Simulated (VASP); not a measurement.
CaO: single point with PBE

CaO:

```xyz
8
Lattice="0.0000 0.0000 2.9987 6.6010 0.0000 0.0000 -3.3005 5.7166 0.0000" Properties=species:S:1:pos:R:3 pbc="T T T"
Ca    0.0000    1.9055    1.4994
Ca   -1.6502    4.7638    1.4994
Ca    3.3005    1.9055    1.4994
Ca    1.6502    4.7638    1.4994
O     1.6502    0.9528    0.0000
O     0.0000    3.8111    0.0000
O     4.9507    0.9528    0.0000
O     3.3005    3.8111    0.0000
```

```json
{"Program": "VASP 6.6.1", "Task": "single point", "Functional": "PBE", "Potentials or basis": "VASP PAW PBE potentials, release 64 (Ca_sv, O)", "Cutoff": "520 eV", "k mesh": "4 × 3 × 3", "Occupations": "gaussian, width 0.1 eV", "Spin": "no spin polarisation", "Dipole correction": "no", "Further INCAR settings": "ALGO = Normal; EDIFF = 1e-06; NBANDS = 42"}
```

| Property | Result |
| --- | --- |
| Pressure | 0.5 GPa |
| Band gap on the k mesh | 3.31 eV |

Stress tensor (GPa, compression positive):
```
0.45 0.00 0.00
0.00 0.45 0.00
0.00 0.00 0.75
```

Levels at points of the mesh, in eV from the valence-band top:
```tsv
k point	band 28	band 29	band 30	band 31	band 32	band 33	band 34	band 35	band 36	band 37
(0.00, 0.00, 0.00)	-0.56	-0.52	-0.52	-0.52	0.00	3.31	3.74	3.74	3.74	4.41
(0.50, 0.00, 0.00)	-1.28	-1.28	-1.28	-0.52	-0.52	5.07	5.07	5.07	6.19	6.19
```

Wall time 44 s on 1 thread of Intel(R) Xeon(R) Platinum 8259CL CPU @ 2.50GHz (Skylake/Cascade Lake) (shared host), peak memory 0.23 GiB.

Caveat: the k points lie up to 0.52 Å⁻¹ apart. A k mesh can miss the band edges.
